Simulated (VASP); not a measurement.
A run of VASP 6.6.1 is set up as follows.

The input INCAR:

```
SYSTEM = Ta
  PREC = Accurate
  ENCUT = 520
  EDIFF = 1E-6
  ISMEAR = -1
  SIGMA = 0.05
  LREAL = .FALSE.
  LASPH = .TRUE.
  NELM = 60
  ALGO = Normal
  ISIF = 2
  LWAVE = .FALSE.
  LCHARG = .FALSE.
  GGA = PS
  NBANDS = 12
```

File KPOINTS:

```
regular mesh
0
G
  18 18 18
  0 0 0
```

File POSCAR:

```
Ta
1.0
   -1.5227598748      1.5227598748      1.5227598748
    1.5227598748     -1.5227598748      1.5227598748
    1.5227598748      1.5227598748     -1.5227598748
Ta
1
Direct
    0.0000000000      0.0000000000      0.0000000000
```

Potentials or basis: VASP PAW PBE potentials, release 64 (Ta_pv).

The run is started by

```console
$ cat potpaw_PBE.64/Ta_pv/POTCAR > POTCAR
$ mpirun -np 1 vasp_std > vasp.out
```

Question: What does it give for the pressure?

Answer: 71.9 GPa.

Caveat: the PAW data sets were made with another functional, which shifts forces and pressure a little.
